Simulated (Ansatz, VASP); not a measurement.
## One calculation of Pt, two programs

File INCAR:

```
SYSTEM = Pt
ALGO = Fast ; EDIFF = 1E-6
ENCUT = 520 ; ISIF = 2
ISMEAR = 0 ; LASPH = .True.
LCHARG = .False. ; LREAL = .False.
LWAVE = .False. ; NBANDS = 11
NELM = 80 ; PREC = Accurate
SIGMA = 0.15
```

KPOINTS

```
k-points
0
Gamma
  22 22 22
  0 0 0
```

File POSCAR:

```
Pt
1.0
   -1.7558920998      1.5572160479      1.5572160479
    1.5572160479     -1.7558920998      1.5572160479
    1.5572160479      1.5572160479     -1.7558920998
Pt
1
Direct
    0.0000000000      0.0000000000      0.0000000000
```

Input for Ansatz:

```yaml
crystal:
  lattice:
    - [-1.7558920998, 1.5572160479, 1.5572160479]
    - [1.5572160479, -1.7558920998, 1.5572160479]
    - [1.5572160479, 1.5572160479, -1.7558920998]
  atoms:
    - { symbol: Pt, position: [0.0, 0.0, 0.0] }
basis:
  ecutwfc: 420
kpoints:
  mp_grid: { grid: [22, 22, 22] }
hamiltonian:
  xc: lda
  pseudopotentials: { kind: paw, azcp: { folder: soft_1 } }
scf:
  occupations: { method: gaussian, width: 0.15 }
output:
  forces: true
  stress: true
  eigenvalues: true
```

Alike in both runs: task single point; functional LDA; k mesh 22 × 22 × 22; occupations gaussian, width 0.15 eV; no spin polarisation.

```csv
,VASP,Ansatz
version,VASP 6.6.1,Ansatz 0.2.0
potentials or method,"VASP PAW LDA potentials, release 64 (Pt), cutoff 520 eV","scalar-relativistic, plane waves, PAW"
valence electrons in the cell,10,18
```

VASP gave:

* gap on the k mesh at the Fermi level (eV): none
* pressure (GPa): 22.3
* traceless stress, the component that is largest in VASP (GPa): 35.18

Task: Which values does Ansatz return?

Result: gap on the k mesh at the Fermi level (eV): none; pressure (GPa): 21.8; traceless stress, the component that is largest in VASP (GPa): 35.31.

Ansatz warns that its potentials were made for another functional, while VASP's fit it. LDA's correlation is that of Perdew and Zunger in VASP and of Perdew and Wang (1992) in Ansatz. A gap of «none» marks a metal or a gap that the smearing closes. VASP's potentials hold 10 valence electrons a cell and Ansatz's 18, so a difference there can come from the potentials and not from the codes.

Spin-orbit coupling is off throughout.
